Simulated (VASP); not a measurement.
# Na (C2/m) in VASP: a series of runs

The runs below take Na through single point, with PBEsol.

Program: VASP 6.6.1. These are calculated values, not measurements. Logs are shortened: lines on timing, memory, paths and dates and some standing lists are left out, and cuts for length are marked.

## Step 1: The cell of the first run

The structure is monoclinic, space group C2/m (No. 12). Conventional cell: a = 6.279 Å, b = 3.667 Å, c = 9.438 Å, α = 90.00°, β = 103.99°, γ = 90.00°. Within 4.8 Å of Na (site symmetry 2/m) lie 12 Na at 3.64 to 3.75 Å. Na (site symmetry m) has 12 Na at 3.64 to 3.75 Å within 4.8 Å.

## Step 2: Single point, PBEsol (biaxial strain in the a-b plane: -2.0 %, then relaxed in part)

Input file INCAR:

```
SYSTEM = Na
PREC = Accurate
ENCUT = 520
EDIFF = 1E-7
ISMEAR = 0
SIGMA = 0.1
LREAL = .False.
LASPH = .True.
NELM = 100
ALGO = Fast
ISIF = 2
LWAVE = .False.
LCHARG = .True.
GGA = PS
LELF = .True.
LVHAR = .True.
NBANDS = 30
```

Input file KPOINTS:

```
Automatic mesh
0
Gamma
  6 10 4
  0 0 0
```

Input file POSCAR:

```
Na
1.0
    6.2792015085      0.0000000000      0.0279756955
    0.0000000000      3.6666845086      0.0000000000
   -2.3216216809      0.0000000000      9.1477030554
Na
6
Direct
    0.0000000000      0.0000000000      0.0000000000
    0.7261137482      0.5000000000      0.6666522961
    0.7738862518      0.0000000000      0.3333477039
    0.5000000000      0.5000000000      0.0000000000
    0.2261137482      0.0000000000      0.6666522961
    0.2738862518      0.5000000000      0.3333477039
```

Potentials or basis: VASP PAW PBE potentials, release 64 (Na_pv).

Launch:

```bash
$ cat potpaw_PBE.64/Na_pv/POTCAR > POTCAR
$ mpirun -np 1 vasp_std > vasp.out
```

OUTCAR:

```text
SYSTEM = Na
   PREC = Accurate
   ENCUT = 520
   EDIFF = 1E-7
   ISMEAR = 0
   LREAL = .False.
   LASPH = .True.
   NELM = 100
   ISIF = 2
   GGA = PS

 ion  position               nearest neighbor table
   1  0.000  0.000  0.000-
   2  0.726  0.500  0.667-
   3  0.774  0.000  0.333-
   4  0.500  0.500  0.000-
   5  0.226  0.000  0.667-
   6  0.274  0.500  0.333-

  LATTYP: Found a simple monoclinic cell.
 ALAT       =     6.2792638282
 B/A-ratio  =     0.5839354117
 C/A-ratio  =     1.5029964916
 COS(beta)  =    -0.2416733471

  Lattice vectors:

 A1 = (   6.2792015085,   0.0000000000,   0.0279756955)
 A2 = (   0.0000000000,   3.6666845086,   0.0000000000)
 A3 = (  -2.3216216809,   0.0000000000,   9.1477030554)

Analysis of symmetry for initial positions (statically):
=====================================================================
 Subroutine PRICEL returns following result:

  LATTYP: Found a base centered monoclinic cell.
 ALAT       =     6.2792638282
 B/A-ratio  =     0.5839354117
 C/A-ratio  =     1.5029964916
 COS(beta)  =    -0.2416733471

  Lattice vectors:

 A1 = (   3.1396007542,  -1.8333422543,   0.0139878478)
 A2 = (   3.1396007542,   1.8333422543,   0.0139878478)
 A3 = (  -2.3216216809,   0.0000000000,   9.1477030554)

   2 primitive cells build up your supercell.

 Routine SETGRP: Setting up the symmetry group for a
 simple monoclinic supercell.

 Subroutine GETGRP returns: Found  4 space group operations
 (whereof  4 operations were pure point group operations)
 out of a pool of  4 trial point group operations.

The static configuration has the point symmetry C_2h.

Analysis of symmetry for dynamics (positions and initial velocities):
=====================================================================
 Subroutine PRICEL returns following result:

  LATTYP: Found a base centered monoclinic cell.
 ALAT       =     6.2792638282
 B/A-ratio  =     0.5839354117
 C/A-ratio  =     1.5029964916
 COS(beta)  =    -0.2416733471

  Lattice vectors:

 A1 = (   3.1396007542,  -1.8333422543,   0.0139878478)
 A2 = (   3.1396007542,   1.8333422543,   0.0139878478)
 A3 = (  -2.3216216809,   0.0000000000,   9.1477030554)

   2 primitive cells build up your supercell.

 Routine SETGRP: Setting up the symmetry group for a
 simple monoclinic supercell.

 Subroutine GETGRP returns: Found  4 space group operations
 (whereof  4 operations were pure point group operations)
 out of a pool of  4 trial point group operations.

The dynamic configuration has the point symmetry C_2h.

 Subroutine INISYM returns: Found  4 space group operations
 (whereof  4 operations are pure point group operations),
 and found     2 'primitive' translations

----------------------------------------------------------------------------------------

                                     Primitive cell

  volume of cell :     105.4267

  direct lattice vectors                    reciprocal lattice vectors
     3.139600754 -1.833342254  0.013987848     0.159076047 -0.272725946  0.040372364
     3.139600754  1.833342254  0.013987848     0.159076047  0.272725946  0.040372364
    -2.321621681  0.000000000  9.147703055    -0.000486490  0.000000000  0.109193592

  length of vectors
     3.635716212  3.635716212  9.437711503     0.318299478  0.318299478  0.109194676

  position of ions in fractional coordinates (direct lattice)
     0.000000000  0.000000000  0.000000000
     0.226113748  0.226113748  0.666652296
     0.773886252  0.773886252  0.333347704

  ion indices of the primitive-cell ions
   primitive index   ion index
                 1           1
                 2           5
                 3           3

----------------------------------------------------------------------------------------

 KPOINTS: Automatic mesh

Automatic generation of k-mesh.
 Grid dimensions read from file:
 generate k-points for:    6   10    4

 Generating k-lattice:

  Cartesian coordinates                     Fractional coordinates (reciprocal lattice)
     0.026512675  0.000000000  0.006728727     0.166666667  0.000000000  0.000000000
     0.000000000  0.027272595  0.000000000     0.000000000  0.100000000  0.000000000
    -0.000121622  0.000000000  0.027298398     0.000000000  0.000000000  0.250000000

  Length of vectors
     0.027353202  0.027272595  0.027298669

  Shift w.r.t. Gamma in fractional coordinates (k-lattice)
     0.000000000  0.000000000  0.000000000

 Subroutine IBZKPT returns following result:
 ===========================================

 Found     84 irreducible k-points:

 Following reciprocal coordinates:
            Coordinates               Weight
  0.000000  0.000000  0.000000      1.000000
  0.166667  0.000000 -0.000000      2.000000
  0.333333  0.000000 -0.000000      2.000000
  0.500000  0.000000 -0.000000      1.000000
  0.000000  0.100000  0.000000      2.000000
  0.166667  0.100000 -0.000000      4.000000
[... 16 lines left out ...]
  0.333333  0.500000 -0.000000      2.000000
  0.500000  0.500000 -0.000000      1.000000
 [... further k-points ...]
   k-points           NKPTS =     84   k-points in BZ     NKDIM =     84   number of bands    NBANDS=     30
   number of dos      NEDOS =    301   number of ions     NIONS =      6
   total plane-waves  NPLWV =  94080
   dimension x,y,z NGX =    48 NGY =   28 NGZ =   70
   dimension x,y,z NGXF=    96 NGYF=   56 NGZF=  140
   ions per type =               6
   NGX,Y,Z   is equivalent  to a cutoff of  12.71, 12.70, 12.33 a.u.
   NGXF,Y,Z  is equivalent  to a cutoff of  25.42, 25.39, 24.66 a.u.
 SYSTEM =  Na
   PREC   = accura    normal or accurate (medium, high low for compatibility)
   ISTART =      0    job   : 0-new  1-cont  2-samecut
   ICHARG =      2    charge: 1-file 2-atom 10-const
   ISPIN  =      1    spin polarized calculation?
   LNONCOLLINEAR =      F non collinear calculations
   LSORBIT =      F    spin-orbit coupling
   LASPH  =      T    aspherical Exc in radial PAW
   ENCUT  =  520.0 eV  38.22 Ry    6.18 a.u.  11.68  6.82 17.55*2*pi/ulx,y,z
   NELM   =    100;   NELMIN=  2; NELMDL= -5     # of ELM steps
   EDIFF  = 0.1E-06   stopping-criterion for ELM
   LREAL  =      F    real-space projection
   EDIFFG = 0.1E-05   stopping-criterion for IOM
   NSW    =      0    number of steps for IOM
   IBRION =     -1    ionic relax: 0-MD 1-quasi-New 2-CG
   NFREE  =      0    steps in history (QN), initial steepest desc. (CG)
   ISIF   =      2    stress and relaxation
   ISYM   =      2    0-nonsym 1-usesym 2-fastsym
   POTIM  = 0.5000    time-step for ionic-motion
   TEBEG  =    0.0;   TEEND  =   0.0 temperature during run
   PSTRESS=    0.0 pullay stress
   NELECT =      42.0000    total number of electrons
   NUPDOWN=      -1.0000    fix difference up-down
   EMIN   =  10.00;   EMAX   =-10.00  energy-range for DOS
   EFERMI =   0.00;   METHOD = LEGACY
   ISMEAR =     0;   SIGMA  =   0.10  broadening in eV -4-tet -1-fermi 0-gaus
   EFERMI_NEDOS =   21; number of points for ismear=-14 and -15
   IALGO  =     68    algorithm
   IMIX   =      4    mixing-type and parameters
     AMIX     =   0.40;   BMIX     =  1.00
     AMIX_MAG =   1.60;   BMIX_MAG =  1.00
  volume/ion in A,a.u.               =      35.14       237.15
  Fermi-wavevector in a.u.,A,eV,Ry     =   0.956088  1.806743 12.437132  0.914103
  Thomas-Fermi vector in A             =   2.084984
   LORBIT       =      0    0 simple, 1 ext, 2 COOP (PROOUT), +10 PAW based schemes
   GGA     = PS    functional components
   LHFCALC =     F    Hartree Fock is set to
   AEXX    =    0.0000 exact exchange contribution
   IVDW    =     0    specifies the selected vdW correction
   LEPSILON=     F    determine dielectric tensor
   LRPA    =     F    only Hartree local field effects (RPA)
 non-spin polarized calculation
 RMM-DIIS sequential band-by-band and
 Gauss-broadening in eV      SIGMA  =   0.10
  energy-cutoff  :      520.00
  volume of cell :      210.85
 maximum number of plane-waves:      5708
   NGX = 23   NGY = 13   NGZ = 35

 number of electron      42.0000028 magnetization

 Free energy of the ion-electron system (eV)
  ---------------------------------------------------
  ext. energy  EPLUGINS =         0.00000000
  ---------------------------------------------------
  free energy    TOTEN  =        -8.41236350 eV

  energy without entropy =       -8.40385102  energy(sigma->0) =       -8.40810726

 E-fermi :   0.4805     XC(G=0):  -6.6434

 val. band max:        0.3949484983   @ k =   0.5000   0.4000   0.2500
 cond. band min:       0.5172976461   @ k =   0.5000   0.2000   0.2500
 fundamental gap:      0.1223491478
 Fermi energy:         0.4804566818

 k-point     1 :       0.0000    0.0000    0.0000
  band No.  band energies     occupation
      1     -24.3235      2.00000
      2     -24.3216      2.00000
      3     -24.3175      2.00000
      4     -24.3101      2.00000
      5     -24.3100      2.00000
      6     -24.3003      2.00000
[... 22 lines left out ...]
     29       4.1162      0.00000
     30       5.4673      0.00000

 k-point     2 :       0.1667    0.0000   -0.0000
  band No.  band energies     occupation
      1     -24.3211      2.00000
      2     -24.3195      2.00000
      3     -24.3152      2.00000
      4     -24.3119      2.00000
      5     -24.3071      2.00000
      6     -24.3013      2.00000
[... 22 lines left out ...]
     29       4.7839      0.00000
     30       5.5368      0.00000

 k-point     3 :       0.3333    0.0000   -0.0000
  band No.  band energies     occupation
      1     -24.3154      2.00000
      2     -24.3143      2.00000
      3     -24.3125      2.00000
      4     -24.3090      2.00000
      5     -24.3046      2.00000
      6     -24.3018      2.00000
[... 22 lines left out ...]
     29       5.2952      0.00000
     30       7.1574      0.00000

 k-point     4 :       0.5000    0.0000   -0.0000
  band No.  band energies     occupation
      1     -24.3127      2.00000
      2     -24.3127      2.00000
      3     -24.3071      2.00000
      4     -24.3071      2.00000
      5     -24.3003      2.00000
      6     -24.3003      2.00000
[... 22 lines left out ...]
     29       5.9977      0.00000
     30       5.9977      0.00000

 k-point     5 :       0.0000    0.1000    0.0000
  band No.  band energies     occupation
      1     -24.3223      2.00000
      2     -24.3205      2.00000
      3     -24.3164      2.00000
      4     -24.3097      2.00000
      5     -24.3096      2.00000
      6     -24.2997      2.00000
[... 22 lines left out ...]
     29       4.2158      0.00000
     30       5.2274      0.00000
[... 526 lines left out ...]
     29       4.0652      0.00000
     30       4.0652      0.00000

 k-point    22 :       0.1667    0.5000   -0.0000
  band No.  band energies     occupation
      1     -24.3179      2.00000
      2     -24.3179      2.00000
      3     -24.3168      2.00000
      4     -24.3168      2.00000
      5     -24.3130      2.00000
      6     -24.3130      2.00000
[... 22 lines left out ...]
     29       4.8837      0.00000
     30       4.8837      0.00000

 k-point    23 :       0.3333    0.5000   -0.0000
  band No.  band energies     occupation
      1     -24.3216      2.00000
      2     -24.3216      2.00000
      3     -24.3195      2.00000
      4     -24.3195      2.00000
      5     -24.3164      2.00000
      6     -24.3164      2.00000
[... 22 lines left out ...]
     29       4.1564      0.00000
     30       4.1564      0.00000

 k-point    24 :       0.5000    0.5000   -0.0000
  band No.  band energies     occupation
      1     -24.3230      2.00000
      2     -24.3230      2.00000
      3     -24.3204      2.00000
      4     -24.3204      2.00000
      5     -24.3181      2.00000
      6     -24.3181      2.00000
[... 22 lines left out ...]
     29       3.3128      0.00000
     30       3.3128      0.00000

 [... further k-points ...]
[... 5 lines left out ...]
  --------------------------------------------------------------------------------------
  -------------------------------------------------------------------------------------
  Total        0.5259276      0.5752821      0.0081827      0.0000000      0.0000000      0.0056239
  in kB        3.9962783      4.3712999      0.0621764      0.0000000      0.0000000      0.0427332
  external PRESSURE =       2.8099182 kB  Pullay stress =       0.0000000 kB

 VOLUME and BASIS-vectors are now :
 -----------------------------------------------------------------------------
  energy-cutoff  :      520.00
  volume of cell :      210.85
      direct lattice vectors                 reciprocal lattice vectors
     6.279201508  0.000000000  0.027975696     0.159076047  0.000000000  0.040372364
     0.000000000  3.666684509  0.000000000     0.000000000  0.272725946  0.000000000
    -2.321621681  0.000000000  9.147703055    -0.000486490  0.000000000  0.109193592

 POSITION                                       TOTAL-FORCE (eV/Angst)
 -----------------------------------------------------------------------------------
      0.00000      0.00000      0.00000        -0.000000      0.000000      0.000000
      3.01170      1.83334      6.11865         0.000149      0.000000     -0.000593
      4.08548      0.00000      3.07102        -0.000149      0.000000      0.000593
      3.13960      1.83334      0.01399        -0.000000      0.000000      0.000000
     -0.12790      0.00000      6.10466         0.000149     -0.000000     -0.000593
      0.94588      1.83334      3.05703        -0.000149     -0.000000      0.000593
 -----------------------------------------------------------------------------------
    total drift:                                0.000000     -0.000000      0.000000

  FREE ENERGIE OF THE ION-ELECTRON SYSTEM (eV)
  ---------------------------------------------------
  free  energy   TOTEN  =        -8.4123634954 eV

  energy  without entropy=       -8.4038510180  energy(sigma->0) =       -8.40810726
```

Run time: 21 min. Hardware: 1 thread of Intel Xeon 8259CL, shared host; peak memory 0.51 GiB.

What came out:

```yaml
Free_energy: -8.4124 eV
Pressure: 0.3 GPa
Band_gap_on_the_k_mesh: zero (bands 21 and 22 overlap by 2.86 eV)
```

Caveat: the cell differs from its parent crystal (biaxial strain in the a-b plane: -2.0 %, then relaxed in part); the PAW data sets were made with another functional, which shifts forces and pressure a little.

## Step 3: Single point, PBEsol (biaxial strain in the a-b plane: -1.0 %, then relaxed in part)

Input file INCAR:

```
SYSTEM = Na
PREC     = Accurate       ! precision mode
ENCUT    = 520            ! plane-wave cutoff, eV
EDIFF    = 1E-6           ! SCF threshold, eV
ISMEAR   = 0              ! smearing method
SIGMA    = 0.1            ! smearing width, eV
LREAL    = .FALSE.        ! projectors in reciprocal space
LASPH    = .TRUE.         ! aspherical terms in the spheres
NELM     = 60             ! most SCF steps
ALGO     = Fast           ! electronic algorithm
ISIF     = 2              ! what is computed and relaxed
LWAVE    = .FALSE.        ! write WAVECAR
LCHARG   = .TRUE.         ! write CHGCAR
GGA      = PS             ! functional
LELF     = .TRUE.         ! ELF
LVHAR    = .TRUE.       
NBANDS   = 30             ! bands
```

Input file KPOINTS:

```
regular mesh
0
G
  6 10 4
  0 0 0
```

Input file POSCAR:

```
Na
1.0
    6.3432845483      0.0000000000      0.0260283100
    0.0000000000      3.7040996566      0.0000000000
   -2.3492004418      0.0000000000      9.1284796349
Na
6
Direct
    0.0000000000      0.0000000000      0.0000000000
    0.7261182800      0.5000000000      0.6666689222
    0.7738817200      0.0000000000      0.3333310778
    0.5000000000      0.5000000000      0.0000000000
    0.2261182800      0.0000000000      0.6666689222
    0.2738817200      0.5000000000      0.3333310778
```

Potentials or basis: VASP PAW PBE potentials, release 64 (Na_pv).

Launch:

```bash
$ cat potpaw_PBE.64/Na_pv/POTCAR > POTCAR
$ mpirun -np 1 vasp_std > vasp.out
```

Wall time 10 min (1 thread of Intel Xeon 8259CL, shared host); peak memory 0.52 GiB.

Results (log left out):

```
Free energy            : -8.4203 eV
Pressure               : 0.1 GPa
Band gap on the k mesh : zero (bands 21 and 22 overlap by 2.79 eV)
```

Stress tensor (GPa, compression positive):
```
0.15 0.00 0.00
0.00 0.21 0.00
0.00 0.00 0.02
```

Levels at points of the mesh, in eV from the Fermi level:
| k point | band 18 | band 19 | band 20 | band 21 | band 22 | band 23 | band 24 | band 25 |
| --- | --- | --- | --- | --- | --- | --- | --- | --- |
| (0.00, 0.00, 0.00) | -24.77 | -3.37 | -1.54 | -1.54 | 0.52 | 0.63 | 0.90 | 1.32 |
| (0.50, 0.00, 0.00) | -24.77 | -2.35 | -2.35 | -1.20 | -1.20 | 0.08 | 0.08 | 3.36 |
| (0.00, 0.50, 0.00) | -24.78 | -0.61 | -0.61 | 1.11 | 1.11 | 1.11 | 1.11 | 3.11 |
| (0.50, 0.50, 0.00) | -24.78 | 0.28 | 0.28 | 0.42 | 0.42 | 1.24 | 1.24 | 1.73 |
| (0.00, 0.00, 0.50) | -24.77 | -2.91 | -2.91 | 0.31 | 0.47 | 0.47 | 0.91 | 1.43 |
| (0.50, 0.00, 0.50) | -24.77 | -2.23 | -2.23 | -1.57 | -1.57 | 0.66 | 0.66 | 2.58 |
| (0.00, 0.50, 0.50) | -24.78 | -0.17 | -0.17 | -0.17 | -0.17 | 2.74 | 2.74 | 2.88 |
| (0.50, 0.50, 0.50) | -24.78 | 0.41 | 0.41 | 0.51 | 0.51 | 0.92 | 0.92 | 1.37 |

Caveat: the cell differs from its parent crystal (biaxial strain in the a-b plane: -1.0 %, then relaxed in part); the PAW data sets were made with another functional, which shifts forces and pressure a little.

## Step 4: Single point, PBEsol

This run uses another cell than the first one: it holds 3 atoms, not 6.

Input file INCAR:

```
SYSTEM = Na
  ALGO = Normal
  EDIFF = 1E-6
  ENCUT = 520
  GGA = PS
  ISIF = 2
  ISMEAR = 0
  LASPH = .TRUE.
  LCHARG = .FALSE.
  LREAL = .FALSE.
  LWAVE = .FALSE.
  NBANDS = 18
  NELM = 100
  PREC = Accurate
  SIGMA = 0.1
```

Input file KPOINTS:

```
k-points
0
G
  6 6 2
  0 0 0
```

Input file POSCAR:

```
Na
1.0
    3.1966520447     -1.8565520294      0.0000000000
    3.1966520447      1.8565520294      0.0000000000
   -2.1744518352      0.0000000000      9.3648511597
Na
3
Direct
    0.0000000000      0.0000000000      0.0000000000
    0.2224150000      0.2224150000      0.6666760000
    0.7775850000      0.7775850000      0.3333240000
```

Launch:

```bash
$ cat potpaw_PBE.64/Na_pv/POTCAR > POTCAR
$ mpirun -np 1 vasp_std > vasp.out
```

It took 17 s on 1 thread of AMD EPYC 9R45 (Zen 5), shared host; peak memory 0.19 GiB.

The run converged. Its results:

| Quantity | Value |
| --- | --- |
| Free energy | -4.2097 eV |
| Pressure | -0.1 GPa |
| Band gap on the k mesh | zero (an odd number of electrons rules out a gap without spin polarisation) |

Stress tensor (GPa, compression positive):
```
 0.31  0.00 -0.19
 0.00  0.18  0.00
-0.19  0.00 -0.94
```

Levels at points of the mesh, in eV from the Fermi level:
| k point | band 9 | band 10 | band 11 | band 12 | band 13 | band 14 |
| --- | --- | --- | --- | --- | --- | --- |
| (0.00, 0.00, 0.00) | -24.72 | -3.22 | -1.47 | -1.47 | 3.53 | 3.54 |
| (0.50, 0.00, 0.00) | -24.73 | 0.40 | 0.53 | 1.35 | 1.82 | 2.65 |
| (0.50, 0.50, 0.00) | -24.73 | 0.58 | 0.68 | 1.00 | 1.43 | 3.34 |
| (0.00, 0.00, 0.50) | -24.72 | -2.78 | -2.78 | 0.47 | 0.84 | 7.10 |
| (0.50, 0.00, 0.50) | -24.73 | 0.54 | 0.64 | 0.99 | 1.42 | 3.26 |
| (0.50, 0.50, 0.50) | -24.73 | 0.42 | 0.56 | 1.40 | 1.88 | 2.64 |

Caveat: the PAW data sets were made with another functional, which shifts forces and pressure a little.

## Step 5: Summary

```tsv
cell	k mesh	gap on the mesh (eV)	pressure (GPa)
a = 6.279, b = 3.667, c = 9.438 Å, angles 90.0, 104.0, 90.0°, 6 atoms, atomic positions A	6 × 10 × 4	none	0.3
a = 6.343, b = 3.704, c = 9.426 Å, angles 90.0, 104.2, 90.0°, 6 atoms, atomic positions A	6 × 10 × 4	none	0.1
a = 3.697, b = 3.697, c = 9.614 Å, angles 101.3, 101.3, 60.3°, 3 atoms, atomic positions B	6 × 6 × 2	none	-0.1
```

Alike in all rows: task single point; level PBEsol; potentials or basis VASP PAW PBE potentials, release 64 (Na_pv); no spin polarisation; cutoff (eV) 520; smearing gaussian 0.1 eV.

Caveats: the PAW data sets were made with another functional, which shifts forces and pressure a little.

Total energies depend on the potentials used, so only differences within one code and one set of settings carry meaning.

The gap in the log of VASP goes by the Fermi energy; the results here count the filled bands.